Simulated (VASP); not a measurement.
# Pb (Fd-3m) in VASP: relaxation of cell and atoms with PBE

Aim: the relaxation of cell and atoms of Pb with PBE.

Everything below comes from runs of VASP 6.6.1. Logs are shortened: lines on timing, memory, paths and dates and some standing lists are left out, and cuts for length are marked.

### 1 The cell of the first run

Symmetry: Fd-3m, No. 227, cubic system. The conventional cell has a = 5.548 Å, b = 5.548 Å, c = 5.548 Å, α = 90.00°, β = 90.00°, γ = 90.00°. Within 3.2 Å of Pb (site symmetry -43m) lie 4 Pb at 2.40 Å.

This isn't the form of Pb at room conditions, which is fcc.

### 2 Relaxation of cell and atoms, PBE, target pressure 64 GPa, at which the enthalpy is minimised

File INCAR:

```
SYSTEM = Pb
  PREC = Accurate
  ENCUT = 600
  EDIFF = 1E-6
  ISMEAR = -1
  SIGMA = 0.05
  LREAL = .False.
  LASPH = .True.
  NELM = 100
  ALGO = Normal
  ISIF = 3
  LWAVE = .False.
  LCHARG = .False.
  GGA = PE
  IBRION = 2
  NSW = 60
  EDIFFG = -0.005
  PSTRESS = 640.0
```

File KPOINTS:

```
regular mesh
0
Gamma
  12 12 12
  0 0 0
```

File POSCAR:

```
Pb
1.0
    0.0000000000      2.7738202072      2.7738202072
    2.7738202072      0.0000000000      2.7738202072
    2.7738202072      2.7738202072      0.0000000000
Pb
2
Direct
   -0.1250000000     -0.1250000000     -0.1250000000
    0.1250000000      0.1250000000      0.1250000000
```

Potentials or basis: VASP PAW PBE potentials, release 64 (Pb_d).

Started as:

```console
cat potpaw_PBE.64/Pb_d/POTCAR > POTCAR
mpirun -np 1 vasp_std > vasp.out
```

OUTCAR:

```text
SYSTEM = Pb
   PREC = Accurate
   ENCUT = 600
   EDIFF = 1E-6
   ISMEAR = -1
   LREAL = .False.
   LASPH = .True.
   NELM = 100
   ISIF = 3
   GGA = PE
   IBRION = 2
   NSW = 60
   EDIFFG = -0.005
   PSTRESS = 640.0

 ion  position               nearest neighbor table
   1  0.875  0.875  0.875-   2 2.40   2 2.40   2 2.40   2 2.40
   2  0.125  0.125  0.125-   1 2.40   1 2.40   1 2.40   1 2.40

  LATTYP: Found a face centered cubic cell.
 ALAT       =     5.5476404144

  Lattice vectors:

 A1 = (   0.0000000000,   2.7738202072,   2.7738202072)
 A2 = (   2.7738202072,   0.0000000000,   2.7738202072)
 A3 = (   2.7738202072,   2.7738202072,   0.0000000000)

Analysis of symmetry for initial positions (statically):
=====================================================================
 Subroutine PRICEL returns:
 Original cell was already a primitive cell.

 Routine SETGRP: Setting up the symmetry group for a
 face centered cubic supercell.

 Subroutine GETGRP returns: Found 48 space group operations
 (whereof 12 operations were pure point group operations)
 out of a pool of 48 trial point group operations.

The static configuration has the point symmetry D_3d.
 The point group associated with its full space group is O_h .

Analysis of symmetry for dynamics (positions and initial velocities):
=====================================================================
 Subroutine PRICEL returns:
 Original cell was already a primitive cell.

 Routine SETGRP: Setting up the symmetry group for a
 face centered cubic supercell.

 Subroutine GETGRP returns: Found 48 space group operations
 (whereof 12 operations were pure point group operations)
 out of a pool of 48 trial point group operations.

The dynamic configuration has the point symmetry D_3d.
 The point group associated with its full space group is O_h .

 Subroutine INISYM returns: Found 48 space group operations
 (whereof 12 operations are pure point group operations),
 and found     1 'primitive' translations

----------------------------------------------------------------------------------------

                                     Primitive cell

  volume of cell :      42.6840

  direct lattice vectors                    reciprocal lattice vectors
     0.000000000  2.773820207  2.773820207    -0.180256816  0.180256816  0.180256816
     2.773820207  0.000000000  2.773820207     0.180256816 -0.180256816  0.180256816
     2.773820207  2.773820207  0.000000000     0.180256816  0.180256816 -0.180256816

  length of vectors
     3.922774157  3.922774157  3.922774157     0.312213965  0.312213965  0.312213965

  position of ions in fractional coordinates (direct lattice)
     0.875000000  0.875000000  0.875000000
     0.125000000  0.125000000  0.125000000

  ion indices of the primitive-cell ions
   primitive index   ion index
                 1           1
                 2           2

----------------------------------------------------------------------------------------

 KPOINTS: regular mesh

Automatic generation of k-mesh.
 Grid dimensions read from file:
 generate k-points for:   12   12   12

 Generating k-lattice:

  Cartesian coordinates                     Fractional coordinates (reciprocal lattice)
    -0.015021401  0.015021401  0.015021401     0.083333333  0.000000000  0.000000000
     0.015021401 -0.015021401  0.015021401     0.000000000  0.083333333  0.000000000
     0.015021401  0.015021401 -0.015021401     0.000000000  0.000000000  0.083333333

  Length of vectors
     0.026017830  0.026017830  0.026017830

  Shift w.r.t. Gamma in fractional coordinates (k-lattice)
     0.000000000  0.000000000  0.000000000

 Subroutine IBZKPT returns following result:
 ===========================================

 Found     72 irreducible k-points:

 Following reciprocal coordinates:
            Coordinates               Weight
  0.000000  0.000000  0.000000      1.000000
  0.083333  0.000000  0.000000      8.000000
  0.166667  0.000000  0.000000      8.000000
  0.250000  0.000000  0.000000      8.000000
  0.333333  0.000000  0.000000      8.000000
  0.416667  0.000000  0.000000      8.000000
[... 16 lines left out ...]
  0.500000  0.166667  0.000000     24.000000
 -0.416667  0.166667  0.000000     24.000000
 [... further k-points ...]
   k-points           NKPTS =     72   k-points in BZ     NKDIM =     72   number of bands    NBANDS=     18
   number of dos      NEDOS =    301   number of ions     NIONS =      2
   total plane-waves  NPLWV =  32768
   dimension x,y,z NGX =    32 NGY =   32 NGZ =   32
   dimension x,y,z NGXF=    64 NGYF=   64 NGZF=   64
   ions per type =               2
   NGX,Y,Z   is equivalent  to a cutoff of  13.56, 13.56, 13.56 a.u.
   NGXF,Y,Z  is equivalent  to a cutoff of  27.12, 27.12, 27.12 a.u.
 SYSTEM =  Pb
   PREC   = accura    normal or accurate (medium, high low for compatibility)
   ISTART =      0    job   : 0-new  1-cont  2-samecut
   ICHARG =      2    charge: 1-file 2-atom 10-const
   ISPIN  =      1    spin polarized calculation?
   LNONCOLLINEAR =      F non collinear calculations
   LSORBIT =      F    spin-orbit coupling
   LASPH  =      T    aspherical Exc in radial PAW
   ENCUT  =  600.0 eV  44.10 Ry    6.64 a.u.   7.83  7.83  7.83*2*pi/ulx,y,z
   NELM   =    100;   NELMIN=  2; NELMDL= -5     # of ELM steps
   EDIFF  = 0.1E-05   stopping-criterion for ELM
   LREAL  =      F    real-space projection
   EDIFFG = -.5E-02   stopping-criterion for IOM
   NSW    =     60    number of steps for IOM
   IBRION =      2    ionic relax: 0-MD 1-quasi-New 2-CG
   NFREE  =      1    steps in history (QN), initial steepest desc. (CG)
   ISIF   =      3    stress and relaxation
   ISYM   =      2    0-nonsym 1-usesym 2-fastsym
   POTIM  = 0.5000    time-step for ionic-motion
   TEBEG  =    0.0;   TEEND  =   0.0 temperature during run
   PSTRESS=  640.0 pullay stress
   NELECT =      28.0000    total number of electrons
   NUPDOWN=      -1.0000    fix difference up-down
   EMIN   =  10.00;   EMAX   =-10.00  energy-range for DOS
   EFERMI =   0.00;   METHOD = LEGACY
   ISMEAR =    -1;   SIGMA  =   0.05  broadening in eV -4-tet -1-fermi 0-gaus
   EFERMI_NEDOS =   21; number of points for ismear=-14 and -15
   IALGO  =     38    algorithm
   IMIX   =      4    mixing-type and parameters
     AMIX     =   0.40;   BMIX     =  1.00
     AMIX_MAG =   1.60;   BMIX_MAG =  1.00
  volume/ion in A,a.u.               =      21.34       144.02
  Fermi-wavevector in a.u.,A,eV,Ry     =   1.422457  2.688054 27.529816  2.023384
  Thomas-Fermi vector in A             =   2.543159
   LORBIT       =      0    0 simple, 1 ext, 2 COOP (PROOUT), +10 PAW based schemes
   GGA     = PE    functional components
   LHFCALC =     F    Hartree Fock is set to
   AEXX    =    0.0000 exact exchange contribution
   IVDW    =     0    specifies the selected vdW correction
   LEPSILON=     F    determine dielectric tensor
   LRPA    =     F    only Hartree local field effects (RPA)
 conjugate gradient relaxation of ions
 non-spin polarized calculation
  energy-cutoff  :      600.00
  volume of cell :       42.68
 maximum number of plane-waves:      1458
   NGX = 15   NGY = 15   NGZ = 15

--------------------------------------- Ionic step        1  -------------------------------------------

 number of electron      28.0000001 magnetization

 Free energy of the ion-electron system (eV)
  ---------------------------------------------------
  ext. energy  EPLUGINS =         0.00000000
  ---------------------------------------------------
  free energy    TOTEN  =         0.82297686 eV

  energy without entropy =        0.82568290  energy(sigma->0) =        0.82432988

------------------------ aborting loop because EDIFF is reached ----------------------------------------

  FORCE on cell =-STRESS in cart. coord.  units (eV):
  Direction    XX          YY          ZZ          XY          YZ          ZX
  --------------------------------------------------------------------------------------
  -------------------------------------------------------------------------------------
  Total       28.4070892     28.4070892     28.4070892      0.0000000     -0.0000000     -0.0000000
  in kB     1066.2827896   1066.2827896   1066.2827896      0.0000000     -0.0000000     -0.0000000
  external PRESSURE =     426.2827896 kB  Pullay stress =     640.0000000 kB

 VOLUME and BASIS-vectors are now :
 -----------------------------------------------------------------------------
  energy-cutoff  :      600.00
  volume of cell :       42.68
      direct lattice vectors                 reciprocal lattice vectors
     0.000000000  2.773820207  2.773820207    -0.180256816  0.180256816  0.180256816
     2.773820207  0.000000000  2.773820207     0.180256816 -0.180256816  0.180256816
     2.773820207  2.773820207  0.000000000     0.180256816  0.180256816 -0.180256816
[... 8 lines left out ...]
  FREE ENERGIE OF THE ION-ELECTRON SYSTEM (eV)
  ---------------------------------------------------
  free  energy   TOTEN  =         0.8229768632 eV

  energy  without entropy=        0.8256829030  energy(sigma->0) =        0.82432988

  enthalpy is  TOTEN    =        17.8733665882 eV   P V=       17.0503897250

--------------------------------------- Ionic step        2  -------------------------------------------

 number of electron      28.0000005 magnetization

 E-fermi :   3.6032     XC(G=0):  -8.0822

 val. band max:        3.5793431144   @ k =  -0.4167   0.0833   0.0000
 cond. band min:       3.6117354625   @ k =   0.5000   0.0833   0.0000
 fundamental gap:      0.0323923480
 Fermi energy:         3.6031692707

 k-point     1 :       0.0000    0.0000    0.0000
  band No.  band energies     occupation
      1     -13.4178      2.00000
      2     -13.4178      2.00000
      3     -13.4178      2.00000
      4     -13.3538      2.00000
      5     -13.3538      2.00000
      6     -13.0047      2.00000
[... 10 lines left out ...]
     17       5.9815      0.00000
     18       5.9815      0.00000
[... 588 lines left out ...]
  FREE ENERGIE OF THE ION-ELECTRON SYSTEM (eV)
  ---------------------------------------------------
  free  energy   TOTEN  =        -2.3020614944 eV

  energy  without entropy=       -2.3008883945  energy(sigma->0) =       -2.30147494

  enthalpy is  TOTEN    =        17.1730826212 eV   P V=       19.4751441156

--------------------------------------- Ionic step        5  -------------------------------------------

 number of electron      28.0000006 magnetization

 Free energy of the ion-electron system (eV)
  ---------------------------------------------------
  ext. energy  EPLUGINS =         0.00000000
  ---------------------------------------------------
  free energy    TOTEN  =        -2.19760784 eV

  energy without entropy =       -2.19638734  energy(sigma->0) =       -2.19699759

 E-fermi :  11.0386     XC(G=0): -10.9135

 val. band max:       11.0293895308   @ k =   0.2500   0.0000   0.0000
 cond. band min:      11.0798762380   @ k =   0.3333   0.3333   0.0000
 fundamental gap:      0.0504867072
 Fermi energy:        11.0385652608

 k-point     1 :       0.0000    0.0000    0.0000
  band No.  band energies     occupation
      1      -8.6963      2.00000
      2      -8.6963      2.00000
      3      -8.6963      2.00000
      4      -8.5115      2.00000
      5      -8.5115      2.00000
      6      -7.0992      2.00000
[... 10 lines left out ...]
     17      13.5029      0.00000
     18      13.5029      0.00000
[... 505 lines left out ...]
 POSITION                                       TOTAL-FORCE (eV/Angst)
 -----------------------------------------------------------------------------------
      5.06498      5.06498      5.06498        -0.000000      0.000000      0.000000
      0.72357      0.72357      0.72357         0.000000     -0.000000     -0.000000
 -----------------------------------------------------------------------------------
    total drift:                                0.000000      0.000000     -0.000000

  FREE ENERGIE OF THE ION-ELECTRON SYSTEM (eV)
  ---------------------------------------------------
  free  energy   TOTEN  =        -2.1976078423 eV

  energy  without entropy=       -2.1963873367  energy(sigma->0) =       -2.19699759

  enthalpy is  TOTEN    =        17.1719259049 eV   P V=       19.3695337473

 reached required accuracy - stopping structural energy minimisation
```

It took 3.3 min on 1 thread of Intel Xeon Platinum 8488C (Sapphire Rapids), shared host; peak memory 0.22 GiB.

Results:

```yaml
Free_energy: -2.1976 eV
Relaxed_volume: 24.24 Å³/atom
Relaxed_cell: a = 4.093 Å, b = 4.093 Å, c = 4.093 Å, α = 60.00°, β = 60.00°, γ = 60.00°
Space_group_after_relaxing_to_0.1_Å: Fd-3m (No. 227)
Energy_change_on_relaxing_the_run_minimises_the_enthalpy: -1510.3 meV/atom
Ionic_steps: 5
Pressure_after_relaxing: 64.0 GPa
Band_gap_on_the_k_mesh: zero (bands 14 and 15 overlap by 1.02 eV)
```

Step by step:
```
step  energy change (eV)  largest force (eV/Å)  pressure (GPa)  volume (Å³)
   1              0.0000                0.0000          106.63        42.68
   2             -7.4098                0.0000           -0.33        88.25
   3             -3.8670                0.0000           52.46        50.83
   4             -3.1250                0.0000           62.57        48.75
   5             -3.0206                0.0000           64.02        48.49
```

Final structure:
```
Pb
1.0
     0.00000    2.89428    2.89428
     2.89428    0.00000    2.89428
     2.89428    2.89428    0.00000
Pb
2
Direct
  0.87500 0.87500 0.87500
  0.12500 0.12500 0.12500
```

Caveat: the cell is relaxed towards a set pressure, so the run minimises the enthalpy, not the energy; spin-orbit coupling is left out, which moves the levels of the heavy elements.

The gap in the log of VASP goes by the Fermi energy; the results here count the filled bands.